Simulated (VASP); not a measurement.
# Se (P1) in VASP: a series of runs

Se is run at these levels: PBEsol; tasks: single point.

All numbers are computed with VASP 6.6.1; they aren't measurements. Logs are shortened: lines on timing, memory, paths and dates and some standing lists are left out, and cuts for length are marked.

### Step 1. The cell of the first run

The typed cell holds 3 atoms: a = 4.366 Å, b = 4.347 Å, c = 4.954 Å, α = 89.79°, β = 89.43°, γ = 119.57°.

### Step 2. Single point, PBEsol (equal xy, yz and zx shear strains of +1 %)

File INCAR:

```
SYSTEM = Se
ALGO     = Normal         ! electronic algorithm
EDIFF    = 1E-6           ! SCF threshold, eV
ENCUT    = 520            ! plane-wave cutoff, eV
GGA      = PS             ! functional
ISIF     = 2              ! what is computed and relaxed
ISMEAR   = -1             ! smearing method
LASPH    = .True.         ! aspherical terms in the spheres
LCHARG   = .False.        ! write CHGCAR
LREAL    = .False.        ! projectors in reciprocal space
LWAVE    = .False.        ! write WAVECAR
NBANDS   = 16             ! bands
NELM     = 80             ! most SCF steps
PREC     = Accurate       ! precision mode
SIGMA    = 0.03           ! smearing width, eV
```

File KPOINTS:

```
k-points
0
Gamma
  6 6 5
  0 0 0
```

File POSCAR:

```
Se
1.0
    4.3661999489      0.0218309997      0.0218309997
   -2.1641937741      3.7703245739      0.0079907005
    0.0247680000      0.0247680000      4.9536000000
Se
3
Direct
    0.2254000000      0.0000000000      0.3333333333
    0.0000000000      0.2254000000      0.6666666667
    0.7746000000      0.7746000000      0.0000000000
```

Potentials or basis: VASP PAW PBE potentials, release 64 (Se).

Run with:

```sh
$ cat potpaw_PBE.64/Se/POTCAR > POTCAR
$ mpirun -np 1 vasp_std > vasp.out
```

OUTCAR:

```text
SYSTEM = Se
   EDIFF = 1E-6
   ENCUT = 520
   GGA = PS
   ISIF = 2
   ISMEAR = -1
   LASPH = .True.
   LREAL = .False.
   NELM = 80
   PREC = Accurate

 ion  position               nearest neighbor table
   1  0.225  0.000  0.333-   2 2.36   3 2.39
   2  0.000  0.225  0.667-   3 2.36   1 2.36
   3  0.775  0.775  0.000-   2 2.36   1 2.39

  LATTYP: Found a triclinic cell.
 ALAT       =     4.3852211372
 B/A-ratio  =     0.9913558883
 C/A-ratio  =     1.1296406004
 COS(alpha) =     0.0036852528
 COS(beta)  =     0.0136346634
 COS(gamma) =     0.5000188430

  Lattice vectors:

 A1 = (   2.2020061748,   3.7921555736,   0.0298217002)
 A2 = (  -2.1641937741,   3.7703245739,   0.0079907005)
 A3 = (   0.0247680000,   0.0247680000,   4.9536000000)

Analysis of symmetry for initial positions (statically):
=====================================================================
 Subroutine PRICEL returns:
 Original cell was already a primitive cell.

 Routine SETGRP: Setting up the symmetry group for a
 triclinic supercell.

 Subroutine GETGRP returns: Found  1 space group operations
 (whereof  1 operations were pure point group operations)
 out of a pool of  2 trial point group operations.

The static configuration has the point symmetry C_1 .

Analysis of symmetry for dynamics (positions and initial velocities):
=====================================================================
 Subroutine PRICEL returns:
 Original cell was already a primitive cell.

 Routine SETGRP: Setting up the symmetry group for a
 triclinic supercell.

 Subroutine GETGRP returns: Found  1 space group operations
 (whereof  1 operations were pure point group operations)
 out of a pool of  2 trial point group operations.

The dynamic configuration has the point symmetry C_1 .

 Subroutine INISYM returns: Found  1 space group operations
 (whereof  1 operations are pure point group operations),
 and found     1 'primitive' translations

----------------------------------------------------------------------------------------

                                     Primitive cell

  volume of cell :      81.7761

  direct lattice vectors                    reciprocal lattice vectors
     4.366199949  0.021831000  0.021831000     0.228385606  0.131098811 -0.001797422
    -2.164193774  3.770324574  0.007990700    -0.001315804  0.264476662 -0.001315804
     0.024768000  0.024768000  4.953600000    -0.001004395 -0.001004395  0.201883429

  length of vectors
     4.366309103  4.347314796  4.953723838     0.263344098  0.264483208  0.201888426

  position of ions in fractional coordinates (direct lattice)
     0.225400000  1.000000000  0.333333333
     1.000000000  0.225400000  0.666666667
     0.774600000  0.774600000  0.000000000

  ion indices of the primitive-cell ions
   primitive index   ion index
                 1           1
                 2           2
                 3           3

----------------------------------------------------------------------------------------

 KPOINTS: k-points

Automatic generation of k-mesh.
 Grid dimensions read from file:
 generate k-points for:    6    6    5

 Generating k-lattice:

  Cartesian coordinates                     Fractional coordinates (reciprocal lattice)
     0.038064268  0.021849802 -0.000299570     0.166666667 -0.000000000  0.000000000
    -0.000219301  0.044079444 -0.000219301    -0.000000000  0.166666667 -0.000000000
    -0.000200879 -0.000200879  0.040376686     0.000000000 -0.000000000  0.200000000

  Length of vectors
     0.043890683  0.044080535  0.040377685

  Shift w.r.t. Gamma in fractional coordinates (k-lattice)
     0.000000000  0.000000000  0.000000000

 Subroutine IBZKPT returns following result:
 ===========================================

 Found     92 irreducible k-points:

 Following reciprocal coordinates:
            Coordinates               Weight
  0.000000  0.000000  0.000000      1.000000
  0.166667  0.000000  0.000000      2.000000
  0.333333  0.000000  0.000000      2.000000
  0.500000 -0.000000  0.000000      1.000000
 -0.000000  0.166667  0.000000      2.000000
  0.166667  0.166667 -0.000000      2.000000
[... 16 lines left out ...]
  0.333333 -0.000000  0.200000      2.000000
  0.500000  0.000000  0.200000      2.000000
 [... further k-points ...]
   k-points           NKPTS =     92   k-points in BZ     NKDIM =     92   number of bands    NBANDS=     16
   number of dos      NEDOS =    301   number of ions     NIONS =      3
   total plane-waves  NPLWV =  40960
   dimension x,y,z NGX =    32 NGY =   32 NGZ =   40
   dimension x,y,z NGXF=    64 NGYF=   64 NGZF=   80
   ions per type =               3
   NGX,Y,Z   is equivalent  to a cutoff of  12.18, 12.24, 13.42 a.u.
   NGXF,Y,Z  is equivalent  to a cutoff of  24.37, 24.47, 26.85 a.u.
 SYSTEM =  Se
   PREC   = accura    normal or accurate (medium, high low for compatibility)
   ISTART =      0    job   : 0-new  1-cont  2-samecut
   ICHARG =      2    charge: 1-file 2-atom 10-const
   ISPIN  =      1    spin polarized calculation?
   LNONCOLLINEAR =      F non collinear calculations
   LSORBIT =      F    spin-orbit coupling
   LASPH  =      T    aspherical Exc in radial PAW
   ENCUT  =  520.0 eV  38.22 Ry    6.18 a.u.   8.12  8.08  9.21*2*pi/ulx,y,z
   NELM   =     80;   NELMIN=  2; NELMDL= -5     # of ELM steps
   EDIFF  = 0.1E-05   stopping-criterion for ELM
   LREAL  =      F    real-space projection
   EDIFFG = 0.1E-04   stopping-criterion for IOM
   NSW    =      0    number of steps for IOM
   IBRION =     -1    ionic relax: 0-MD 1-quasi-New 2-CG
   NFREE  =      0    steps in history (QN), initial steepest desc. (CG)
   ISIF   =      2    stress and relaxation
   ISYM   =      2    0-nonsym 1-usesym 2-fastsym
   POTIM  = 0.5000    time-step for ionic-motion
   TEBEG  =    0.0;   TEEND  =   0.0 temperature during run
   PSTRESS=    0.0 pullay stress
   NELECT =      18.0000    total number of electrons
   NUPDOWN=      -1.0000    fix difference up-down
   EMIN   =  10.00;   EMAX   =-10.00  energy-range for DOS
   EFERMI =   0.00;   METHOD = LEGACY
   ISMEAR =    -1;   SIGMA  =   0.03  broadening in eV -4-tet -1-fermi 0-gaus
   EFERMI_NEDOS =   21; number of points for ismear=-14 and -15
   IALGO  =     38    algorithm
   IMIX   =      4    mixing-type and parameters
     AMIX     =   0.40;   BMIX     =  1.00
     AMIX_MAG =   1.60;   BMIX_MAG =  1.00
  volume/ion in A,a.u.               =      27.26       183.95
  Fermi-wavevector in a.u.,A,eV,Ry     =   0.988455  1.867909 13.293480  0.977043
  Thomas-Fermi vector in A             =   2.119983
   LORBIT       =      0    0 simple, 1 ext, 2 COOP (PROOUT), +10 PAW based schemes
   GGA     = PS    functional components
   LHFCALC =     F    Hartree Fock is set to
   AEXX    =    0.0000 exact exchange contribution
   IVDW    =     0    specifies the selected vdW correction
   LEPSILON=     F    determine dielectric tensor
   LRPA    =     F    only Hartree local field effects (RPA)
 non-spin polarized calculation
  energy-cutoff  :      520.00
  volume of cell :       81.78
 maximum number of plane-waves:      2219
   NGX = 17   NGY = 17   NGZ = 19

 number of electron      18.0000001 magnetization

 Free energy of the ion-electron system (eV)
  ---------------------------------------------------
  ext. energy  EPLUGINS =         0.00000000
  ---------------------------------------------------
  free energy    TOTEN  =       -11.48200953 eV

  energy without entropy =      -11.48200953  energy(sigma->0) =      -11.48200953

 E-fermi :   3.1010     XC(G=0):  -9.0367

 val. band max:        2.4821730620   @ k =   0.1667   0.3333   0.4000
 cond. band min:       3.6591394214   @ k =   0.0000   0.0000   0.4000
 fundamental gap:      1.1769663594
 Fermi energy:         3.1009610167

 k-point     1 :       0.0000    0.0000    0.0000
  band No.  band energies     occupation
      1     -13.3065      2.00000
      2      -9.2145      2.00000
      3      -9.1246      2.00000
      4      -1.2895      2.00000
      5      -1.2863      2.00000
      6      -1.2057      2.00000
[... 8 lines left out ...]
     15       8.9264      0.00000
     16      10.8700      0.00000

 k-point     2 :       0.1667    0.0000    0.0000
  band No.  band energies     occupation
      1     -13.2027      2.00000
      2      -9.3184      2.00000
      3      -9.1058      2.00000
      4      -1.9819      2.00000
      5      -1.5870      2.00000
      6      -1.0189      2.00000
[... 8 lines left out ...]
     15       9.7168      0.00000
     16      10.8833      0.00000

 k-point     3 :       0.3333    0.0000    0.0000
  band No.  band energies     occupation
      1     -12.9678      2.00000
      2      -9.5703      2.00000
      3      -9.0715      2.00000
      4      -2.5006      2.00000
      5      -1.9823      2.00000
      6      -1.0425      2.00000
[... 8 lines left out ...]
     15      10.9813      0.00000
     16      12.0154      0.00000

 k-point     4 :       0.5000   -0.0000    0.0000
  band No.  band energies     occupation
      1     -12.8316      2.00000
      2      -9.7247      2.00000
      3      -9.0545      2.00000
      4      -2.6153      2.00000
      5      -2.1501      2.00000
      6      -0.8866      2.00000
[... 8 lines left out ...]
     15      12.1504      0.00000
     16      12.2662      0.00000

 k-point     5 :      -0.0000    0.1667    0.0000
  band No.  band energies     occupation
      1     -13.2001      2.00000
      2      -9.2620      2.00000
      3      -9.1660      2.00000
      4      -2.0038      2.00000
      5      -1.6034      2.00000
      6      -1.0168      2.00000
[... 8 lines left out ...]
     15       9.7840      0.00000
     16      10.8397      0.00000

 k-point     6 :       0.1667    0.1667   -0.0000
  band No.  band energies     occupation
      1     -13.0292      2.00000
      2      -9.4377      2.00000
      3      -9.1508      2.00000
      4      -2.3414      2.00000
      5      -2.0670      2.00000
      6      -0.8766      2.00000
[... 8 lines left out ...]
     15      10.5423      0.00000
     16      11.2821      0.00000
[... 267 lines left out ...]
 k-point    21 :       0.0000   -0.0000    0.2000
  band No.  band energies     occupation
      1     -13.1167      2.00000
      2     -10.4888      2.00000
      3      -7.9020      2.00000
      4      -1.7594      2.00000
      5      -1.1149      2.00000
      6      -0.9933      2.00000
[... 8 lines left out ...]
     15       9.4983      0.00000
     16       9.7880      0.00000

 k-point    22 :       0.1667    0.0000    0.2000
  band No.  band energies     occupation
      1     -13.0216      2.00000
      2     -10.4372      2.00000
      3      -8.0792      2.00000
      4      -2.0451      2.00000
      5      -1.6139      2.00000
      6      -0.8328      2.00000
[... 8 lines left out ...]
     15       9.8699      0.00000
     16      10.0428      0.00000

 k-point    23 :       0.3333   -0.0000    0.2000
  band No.  band energies     occupation
      1     -12.7978      2.00000
      2     -10.3836      2.00000
      3      -8.4105      2.00000
      4      -2.4270      2.00000
      5      -2.1666      2.00000
      6      -0.8403      2.00000
[... 8 lines left out ...]
     15      10.5613      0.00000
     16      11.1916      0.00000

 k-point    24 :       0.5000    0.0000    0.2000
  band No.  band energies     occupation
      1     -12.6596      2.00000
      2     -10.4190      2.00000
      3      -8.5148      2.00000
      4      -2.6539      2.00000
      5      -2.4763      2.00000
      6      -1.0840      2.00000
[... 8 lines left out ...]
     15      11.8344      0.00000
     16      12.2479      0.00000

 [... further k-points ...]

------------------------ aborting loop because EDIFF is reached ----------------------------------------

  FORCE on cell =-STRESS in cart. coord.  units (eV):
  Direction    XX          YY          ZZ          XY          YZ          ZX
  --------------------------------------------------------------------------------------
  -------------------------------------------------------------------------------------
  Total       -0.1717750      0.0458025      0.7300329     -0.1775721     -0.2495187     -0.3537620
  in kB       -3.3654574      0.8973737     14.3029851     -3.4790356     -4.8886326     -6.9309932
  external PRESSURE =       3.9449671 kB  Pullay stress =       0.0000000 kB

 VOLUME and BASIS-vectors are now :
 -----------------------------------------------------------------------------
  energy-cutoff  :      520.00
  volume of cell :       81.78
      direct lattice vectors                 reciprocal lattice vectors
     4.366199949  0.021831000  0.021831000     0.228385606  0.131098811 -0.001797422
    -2.164193774  3.770324574  0.007990700    -0.001315804  0.264476662 -0.001315804
     0.024768000  0.024768000  4.953600000    -0.001004395 -0.001004395  0.201883429

 POSITION                                       TOTAL-FORCE (eV/Angst)
 -----------------------------------------------------------------------------------
      0.99240      0.01318      1.65612         0.289556     -0.080293     -0.161747
     -0.47130      0.86634      3.30420        -0.214532      0.370601     -0.021233
      1.70567      2.93740      0.02310        -0.075023     -0.290308      0.182980
 -----------------------------------------------------------------------------------
    total drift:                               -0.000007      0.000004     -0.000003

  FREE ENERGIE OF THE ION-ELECTRON SYSTEM (eV)
  ---------------------------------------------------
  free  energy   TOTEN  =       -11.4820095348 eV

  energy  without entropy=      -11.4820095346  energy(sigma->0) =      -11.48200953
```

Wall time 2.7 min (1 thread of AMD EPYC 7R43 (Zen 3), shared host); peak memory 0.21 GiB.

What came out:

```
Free energy            : -11.4820 eV
Pressure               : 0.4 GPa
Largest force          : 0.429 eV/Å
Band gap on the k mesh : 1.18 eV, indirect (least direct gap 1.44 eV)
```

Forces on the atoms (eV/Å):
```
Se   0.290 -0.080 -0.162
Se  -0.215  0.371 -0.021
Se  -0.075 -0.290  0.183
```

Caveat: the cell differs from its parent crystal (equal xy, yz and zx shear strains of +1 %); the PAW data sets were made with another functional, which shifts forces and pressure a little.

(Continued in part 2 of 2.)
